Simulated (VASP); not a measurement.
A run of VASP 6.6.1:

The input POSCAR:

```
Ge
1.0
    3.7591112394      0.0000000000      0.0000000000
   -1.8795556197      3.2554858290      0.0000000000
    0.0000000000      0.0000000000      2.3243861302
Ge
3
Direct
    0.0000000000      0.0000000000      0.0000000000
    0.3333333333      0.6666666667      0.5000000000
    0.6666666667      0.3333333333      0.5000000000
```

The input INCAR.step1:

```
SYSTEM = Ge
ALGO = Normal
EDIFF = 1E-4
ENCUT = 600
GGA = PE
ISMEAR = 0
LASPH = .TRUE.
LCHARG = .FALSE.
LREAL = .FALSE.
LWAVE = .TRUE.
NELM = 100
PREC = Accurate
SIGMA = 0.1
```

Contents of INCAR.step2:

```
SYSTEM = Ge
ALGO = Normal
EDIFF = 1E-6
EDIFFG = -0.05
ENCUT = 600
IBRION = 2
ISIF = 3
ISMEAR = 0
ISTART = 1
LASPH = .TRUE.
LCHARG = .FALSE.
LMIXTAU = .TRUE.
LREAL = .FALSE.
LWAVE = .FALSE.
METAGGA = R2SCAN
NELM = 100
NSW = 80
PREC = Accurate
SIGMA = 0.1
```

Contents of KPOINTS:

```
k-points
0
G
  6 6 8
  0 0 0
```

Potentials or basis: VASP PAW PBE potentials, release 64 (Ge_d).

Command:

```sh
$ cat potpaw_PBE.64/Ge_d/POTCAR > POTCAR
$ cp INCAR.step1 INCAR
$ mpirun -np 1 vasp_std > vasp.out
$ cp INCAR.step2 INCAR
$ mpirun -np 1 vasp_std > vasp.out
```

Hardware: 1 thread of Intel Xeon 8259CL, with other jobs on the host.

Task: Estimate the wall time of this run.

Result: Wall time 34 min on 1 thread of Intel Xeon 8259CL, on a shared host, peak memory 0.17 GiB. Counts: k points 35, ion steps 10.
